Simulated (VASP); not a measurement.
## W: relaxation of cell and atoms with PBE

Crystal: W.

```
W
1.0
    -2.06410    2.06410    1.13525
     2.06410   -2.06410    1.13525
     2.06410    2.06410   -1.13525
W
2
Cartesian
  0.0000 -1.0320 -0.2838
  0.0000 1.0320 0.2838
```

| Item | Value |
| --- | --- |
| Program | VASP 6.6.1 |
| Task | relaxation of cell and atoms |
| Functional | PBE |
| Potentials or basis | VASP PAW PBE potentials, release 64 (W_sv) |
| Cutoff | 600 eV |
| k mesh | 19 × 19 × 19 |
| Occupations | fermi-dirac, width 0.05 eV |
| Spin | no spin polarisation |
| Target pressure | 430 GPa |
| Dipole correction | no |
| Further INCAR settings | ALGO = Normal; EDIFF = 1e-06; IBRION = 2; EDIFFG = -0.005; NSW = 60; ISIF = 3 |

| Quantity | Value |
| --- | --- |
| Relaxed volume | 10.00 Å³/atom |
| Relaxed cell | a = 3.195 Å, b = 3.195 Å, c = 3.195 Å, α = 97.00°, β = 97.00°, γ = 139.13° |
| Space group after relaxing (to 0.1 Å) | I4_1/amd (No. 141) |
| Energy change on relaxing (the run minimises the enthalpy) | -992.3 meV/atom |
| Ionic steps | 10 |
| Pressure after relaxing | 430.0 GPa |
| Band gap on the k mesh | zero (bands 14 and 15 overlap by 6.35 eV) |

Step by step:
```
step  energy change (eV)  largest force (eV/Å)  pressure (GPa)  volume (Å³)
   1              0.0000                0.0000          489.81        19.35
   2            -13.3249                0.0000           50.42        30.97
   3             -3.1815                0.0000          393.01        20.47
   4             -2.3697                0.0000          417.80        20.16
   5              0.8633                0.0000          501.73        19.38
   6             -2.1023                0.0000          426.38        20.04
   7             -2.0604                0.0000          427.64        20.02
   8             -2.0435                0.0000          428.14        20.02
   9             -1.4504                0.0000          446.54        19.80
  10             -1.9846                0.0000          430.00        19.99
```

Final structure:
```
W
1.0
    -2.11688    2.11688    1.11543
     2.11688   -2.11688    1.11543
     2.11688    2.11688   -1.11543
W
2
Cartesian
  2.1169 1.0584 0.8366
  0.0000 1.0584 0.2789
```

Levels at points of the mesh, in eV from the Fermi level:
```csv
k point,band 11,band 12,band 13,band 14,band 15,band 16,band 17,band 18
"(0.00, 0.00, 0.00)",-7.80,-6.79,-5.80,2.45,2.45,2.89,2.89,9.72
```

It took 45 min on 1 thread of Intel Xeon 8259CL, on a shared host, peak memory 0.35 GiB.

Caveat: the cell is relaxed towards a set pressure, so the run minimises the enthalpy, not the energy; spin-orbit coupling is left out, which moves the levels of the heavy elements.
